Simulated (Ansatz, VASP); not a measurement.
# One calculation of C, two programs

Contents of INCAR:

```
SYSTEM = C
PREC = Accurate
ENCUT = 520
EDIFF = 1E-8
ISMEAR = -1
SIGMA = 0.03
LREAL = .False.
LASPH = .True.
NELM = 60
ALGO = Normal
ISIF = 2
LWAVE = .False.
LCHARG = .False.
LEFG = .True.
NBANDS = 11
```

Contents of KPOINTS:

```
Automatic mesh
0
Gamma
  16 16 16
  0 0 0
```

POSCAR

```
C
1.0
    0.0000000000      1.8068684808      1.8068684808
    1.8068684808      0.0000000000      1.8068684808
    1.8068684808      1.8068684808      0.0000000000
C
2
Direct
    0.5000000000      0.5000000000      0.5000000000
    0.7500000000      0.7500000000      0.7500000000
```

Input for Ansatz:

```yaml
crystal:
  lattice:
    - [0.0, 1.8068684808, 1.8068684808]
    - [1.8068684808, 0.0, 1.8068684808]
    - [1.8068684808, 1.8068684808, 0.0]
  atoms:
    - { symbol: C, position: [0.5, 0.5, 0.5] }
    - { symbol: C, position: [0.75, 0.75, 0.75] }
kpoints:
  mp_grid: { grid: [16, 16, 16] }
scf:
  occupations: { method: fermi_dirac, width: 0.03 }
hamiltonian:
  xc: lda
  pseudopotentials: { kind: all_electron, datasets: crystal }
output:
  forces: true
  stress: true
  eigenvalues: true
  efg: { contact_densities: true }
```

Change from the starting cell: volume scaled by 1.04, crystal datasets.

Alike in both runs: task electric field gradients; functional LDA; k mesh 16 × 16 × 16; occupations fermi-dirac, width 0.03 eV; no spin polarisation.

|  | VASP | Ansatz |
| --- | --- | --- |
| version | VASP 6.6.1 | Ansatz 0.2.0 |
| potentials or method | VASP PAW LDA potentials, release 64 (C), cutoff 520 eV | all-electron PAW with datasets made for the crystal, scalar-relativistic |

|  | VASP | Ansatz | Ansatz less VASP |
| --- | --- | --- | --- |
| gap on the k mesh at the Fermi level (eV) | 4.01 | 4.01 | +0.005 |
| pressure (GPa) | -27.1 | -28.3 | -1.18 |

LDA's correlation is that of Perdew and Zunger in VASP and of Perdew and Wang (1992) in Ansatz. Ansatz ran all-electron here, and VASP with PAW potentials.
